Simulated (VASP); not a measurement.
Here is a VASP 6.6.1 calculation.

Contents of INCAR:

```
SYSTEM = AlH4
PREC     = Accurate       ! precision mode
ENCUT    = 600            ! plane-wave cutoff, eV
EDIFF    = 1E-7           ! SCF threshold, eV
ISMEAR   = 0              ! smearing method
SIGMA    = 0.1            ! smearing width, eV
LREAL    = .FALSE.        ! projectors in reciprocal space
LASPH    = .TRUE.         ! aspherical terms in the spheres
NELM     = 80             ! most SCF steps
ALGO     = Normal         ! electronic algorithm
ISIF     = 3              ! what is computed and relaxed
LWAVE    = .FALSE.        ! write WAVECAR
LCHARG   = .FALSE.        ! write CHGCAR
GGA      = PE             ! functional
IBRION   = 2              ! ionic algorithm
NSW      = 90             ! ionic steps
EDIFFG   = -0.04          ! ionic threshold
```

Contents of KPOINTS:

```
Automatic mesh
0
G
  8 8 8
  0 0 0
```

POSCAR

```
AlH4
1.0
   -1.7329261700      1.7329261700      3.3931119900
    1.7329261700     -1.7329261700      3.3931119900
    1.7329261700      1.7329261700     -3.3931119900
Al H
1 4
Direct
    0.0000000000      0.0000000000      0.0000000000
    0.2370000000      0.2370000000      0.0000000000
    0.7630000000      0.7630000000      0.0000000000
    0.5000000000      0.0000000000      0.5000000000
    0.0000000000      0.5000000000      0.5000000000
```

Potentials or basis: VASP PAW PBE potentials, release 64 (Al, H).

Command:

```bash
$ cat potpaw_PBE.64/Al/POTCAR potpaw_PBE.64/H/POTCAR > POTCAR
$ mpirun -np 1 vasp_std > vasp.out
```

(1) Predict the space group after relaxing (to 0.05 Å).

(2) What does it give for the relaxed volume?

Answers

(1) I4/mmm (No. 139).

(2) 8.66 Å³/atom.
